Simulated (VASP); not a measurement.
Here is a VASP 6.6.1 calculation.

INCAR

```
PREC = Accurate
ENCUT = 600
EDIFF = 1E-6
ISMEAR = 0
SIGMA = 0.1
LREAL = False
LASPH = True
NELM = 100
ALGO = Normal
ISIF = 3
LWAVE = False
LCHARG = False
GGA = PE
IBRION = 2
NSW = 100
EDIFFG = -0.01
```

KPOINTS

```
regular mesh
0
Gamma
  6 6 10
```

File POSCAR:

```
SrAl2Te3
1.0
    7.4031984151      0.0000000000      0.0000000000
   -3.7015992075      6.4113578967      0.0000000000
    0.0000000000      0.0000000000      3.8721104426
Sr Al Te
1 2 3
Direct
    0.0000000000      0.0000000000      0.0000000000
    0.3333333333      0.6666666667      0.0000000000
    0.6666666667      0.3333333333      0.0000000000
    0.5000000000      0.0000000000      0.5000000000
    0.5000000000      0.5000000000      0.5000000000
    0.0000000000      0.5000000000      0.5000000000
```

Potentials or basis: VASP PAW PBE potentials, release 64 (Sr_sv, Al, Te).

Launch:

```bash
$ cat potpaw_PBE.64/Sr_sv/POTCAR potpaw_PBE.64/Al/POTCAR potpaw_PBE.64/Te/POTCAR > POTCAR
$ mpirun -np 1 vasp_std > vasp.out
```

Problem. Predict the relaxed volume.

Solution. 30.93 Å³/atom.

Problem. Estimate the relaxed cell.

Solution. a = 7.507 Å, b = 7.507 Å, c = 3.803 Å, α = 90.00°, β = 90.00°, γ = 120.00°.

Problem. Predict the space group after relaxing (to 0.1 Å).

Solution. P6/mmm (No. 191).

Problem. What does it give for the band gap on the k mesh?

Solution. Zero (bands 17 and 18 overlap by 2.09 eV).

Final structure:
```cif
data_structure
_symmetry_space_group_name_H-M 'P 1'
_symmetry_Int_Tables_number 1
_cell_length_a 7.5066
_cell_length_b 7.5066
_cell_length_c 3.8033
_cell_angle_alpha 90.000
_cell_angle_beta 90.000
_cell_angle_gamma 120.000
_cell_volume 185.60
loop_
_atom_site_label
_atom_site_type_symbol
_atom_site_fract_x
_atom_site_fract_y
_atom_site_fract_z
_atom_site_occupancy
Sr1 Sr 0.00000 0.00000 0.00000 1
Al1 Al 0.33333 0.66667 0.00000 1
Al2 Al 0.66667 0.33333 0.00000 1
Te1 Te 0.50000 0.00000 0.50000 1
Te2 Te 0.50000 0.50000 0.50000 1
Te3 Te 0.00000 0.50000 0.50000 1
```

Caveat: spin-orbit coupling is left out, which moves the levels of the heavy elements.
